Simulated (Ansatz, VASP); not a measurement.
# Two plane-wave programs on TiTl2I6O18

The input INCAR:

```
SYSTEM = TiTl2I6O18
  PREC = Accurate
  ENCUT = 520
  EDIFF = 1E-8
  ISMEAR = -1
  SIGMA = 0.02
  LREAL = Auto
  LASPH = .True.
  NELM = 60
  ALGO = Normal
  ISIF = 2
  LWAVE = .False.
  LCHARG = .False.
  GGA = PE
  LEFG = .True.
  NBANDS = 113
```

File KPOINTS:

```
regular mesh
0
Gamma
  3 3 3
  0 0 0
```

The input POSCAR:

```
TiTl2I6O18
1.0
    5.7083500000      3.2957174091      3.7984333333
   -5.7083500000      3.2957174091      3.7984333333
    0.0000000000     -6.5914348183      3.7984333333
Ti Tl I O
1 2 6 18
Direct
    0.5000000000      0.5000000000      0.5000000000
    0.8360723333      0.8360723333      0.8360723333
    0.1639276667      0.1639276667      0.1639276667
    0.7057800000      0.1291170000      0.3391300000
    0.3391300000      0.7057800000      0.1291170000
    0.1291170000      0.3391300000      0.7057800000
    0.2942200000      0.8708830000      0.6608700000
    0.6608700000      0.2942200000      0.8708830000
    0.8708830000      0.6608700000      0.2942200000
    0.5497000000      0.3005670000      0.3399000000
    0.3399000000      0.5497000000      0.3005670000
    0.3005670000      0.3399000000      0.5497000000
    0.4503000000      0.6994330000      0.6601000000
    0.6601000000      0.4503000000      0.6994330000
    0.6994330000      0.6601000000      0.4503000000
    0.9078000000      0.2917670000      0.3866000000
    0.3866000000      0.9078000000      0.2917670000
    0.2917670000      0.3866000000      0.9078000000
    0.0922000000      0.7082330000      0.6134000000
    0.6134000000      0.0922000000      0.7082330000
    0.7082330000      0.6134000000      0.0922000000
    0.6822000000      0.0781670000      0.1001000000
    0.1001000000      0.6822000000      0.0781670000
    0.0781670000      0.1001000000      0.6822000000
    0.3178000000      0.9218330000      0.8999000000
    0.8999000000      0.3178000000      0.9218330000
    0.9218330000      0.8999000000      0.3178000000
```

Input for Ansatz:

```yaml
crystal:
  lattice:
    - [5.70835, 3.2957174091, 3.7984333333]
    - [-5.70835, 3.2957174091, 3.7984333333]
    - [0.0, -6.5914348183, 3.7984333333]
  atoms:
    - { symbol: Ti, position: [0.5, 0.5, 0.5] }
    - { symbol: Tl, position: [0.8360723333, 0.8360723333, 0.8360723333] }
    - { symbol: Tl, position: [0.1639276667, 0.1639276667, 0.1639276667] }
    - { symbol: I, position: [0.70578, 0.129117, 0.33913] }
    - { symbol: I, position: [0.33913, 0.70578, 0.129117] }
    - { symbol: I, position: [0.129117, 0.33913, 0.70578] }
    - { symbol: I, position: [0.29422, 0.870883, 0.66087] }
    - { symbol: I, position: [0.66087, 0.29422, 0.870883] }
    - { symbol: I, position: [0.870883, 0.66087, 0.29422] }
    - { symbol: O, position: [0.5497, 0.300567, 0.3399] }
    - { symbol: O, position: [0.3399, 0.5497, 0.300567] }
    - { symbol: O, position: [0.300567, 0.3399, 0.5497] }
    - { symbol: O, position: [0.4503, 0.699433, 0.6601] }
    - { symbol: O, position: [0.6601, 0.4503, 0.699433] }
    - { symbol: O, position: [0.699433, 0.6601, 0.4503] }
    - { symbol: O, position: [0.9078, 0.291767, 0.3866] }
    - { symbol: O, position: [0.3866, 0.9078, 0.291767] }
    - { symbol: O, position: [0.291767, 0.3866, 0.9078] }
    - { symbol: O, position: [0.0922, 0.708233, 0.6134] }
    - { symbol: O, position: [0.6134, 0.0922, 0.708233] }
    - { symbol: O, position: [0.708233, 0.6134, 0.0922] }
    - { symbol: O, position: [0.6822, 0.078167, 0.1001] }
    - { symbol: O, position: [0.1001, 0.6822, 0.078167] }
    - { symbol: O, position: [0.078167, 0.1001, 0.6822] }
    - { symbol: O, position: [0.3178, 0.921833, 0.8999] }
    - { symbol: O, position: [0.8999, 0.3178, 0.921833] }
    - { symbol: O, position: [0.921833, 0.8999, 0.3178] }
kpoints:
  mp_grid: { grid: [3, 3, 3] }
scf:
  occupations: { method: fermi_dirac, width: 0.02 }
hamiltonian:
  xc: pbe
  pseudopotentials: { kind: paw }
output:
  forces: true
  stress: true
  populations: true
  efg:
    quadrupole_moments_barn: { Ti: 0.247, I: -0.68822, O: -0.02558 }
    contact_densities: true
```

Alike in both runs: task electric field gradients; functional PBE; k mesh 3 × 3 × 3; occupations fermi-dirac, width 0.02 eV; no spin polarisation.

```csv
,VASP,Ansatz
version,VASP 6.6.1,Ansatz 0.2.0
potentials or method,"VASP PAW PBE potentials, release 64 (Ti_sv, Tl_d, I, O)","plane-wave PAW, scalar-relativistic"
plane-wave cutoff (eV),520,420
valence electrons in the cell,188,248
```

```tsv
	VASP	Ansatz	Ansatz less VASP
gap on the k mesh at the Fermi level (eV)	2.80	2.82	+0.019
pressure (GPa)	5.6	6.0	+0.37
traceless stress, the component that is largest in VASP (GPa)	0.37	0.38	+0.010
rms of the force components (eV/Å)	0.449	0.461	+0.0116
size of Vzz on the site where it differs most (V/Å²)	33.8	50.3	+16.55
```

Atom by atom the forces differ by 0.036 eV/Å (rms over components). The functional is the same, so the differences come from potentials, cutoffs and numerics. VASP's potentials hold 188 valence electrons a cell and Ansatz's 248, so a difference there can come from the potentials and not from the codes.

Spin-orbit coupling is off throughout.
